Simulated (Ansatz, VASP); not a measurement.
# LiBr: VASP beside Ansatz

File INCAR:

```
PREC = Accurate ; ENCUT = 750
EDIFF = 1E-6 ; ISMEAR = -1
SIGMA = 0.08 ; LREAL = F
LASPH = T ; NELM = 120
ALGO = Normal ; ISIF = 2
LWAVE = F ; LCHARG = T
GGA = PE ; LELF = T
LVHAR = T ; NBANDS = 12
GGA_COMPAT = F
```

Contents of KPOINTS:

```
regular mesh
0
Gamma
  12 12 12
```

File POSCAR:

```
LiBr
1.0
    0.0000000000      2.7363030834      2.7363030834
    2.7363030834      0.0000000000      2.7363030834
    2.7363030834      2.7363030834      0.0000000000
Li Br
1 1
Direct
    0.0000000000      0.0000000000      0.0000000000
    0.5000000000      0.5000000000      0.5000000000
```

Input for Ansatz:

```yaml
crystal:
  lattice:
    - [0.0, 2.7363030834, 2.7363030834]
    - [2.7363030834, 0.0, 2.7363030834]
    - [2.7363030834, 2.7363030834, 0.0]
  atoms:
    - { symbol: Li, position: [0.0, 0.0, 0.0] }
    - { symbol: Br, position: [0.5, 0.5, 0.5] }
kpoints:
  mp_grid: { grid: [12, 12, 12] }
scf:
  occupations: { method: fermi_dirac, width: 0.08 }
hamiltonian:
  xc: pbe
  pseudopotentials: { kind: all_electron, lapw: { basis_error: 0.001 } }
output:
  forces: true
  stress: true
  eigenvalues: true
```

Change from the starting cell: volume scaled by 0.98.

Alike in both runs: task single point; functional PBE; k mesh 12 × 12 × 12; occupations fermi-dirac, width 0.08 eV; no spin polarisation.

|  | VASP | Ansatz |
| --- | --- | --- |
| version | VASP 6.6.1 | Ansatz 0.2.0 |
| potentials or method | VASP PAW PBE potentials, release 64 (Li_sv, Br), cutoff 750 eV | all-electron LAPW, scalar-relativistic |

VASP gave:

| Property | Result |
| --- | --- |
| gap on the k mesh at the Fermi level (eV) | 5.00 |
| pressure (GPa) | 0.5 |

**Question.** Estimate Ansatz's values.

**Answer.** gap on the k mesh at the Fermi level (eV): 5.00; pressure (GPa): 0.6.

Ansatz ran all-electron here, and VASP with PAW potentials.
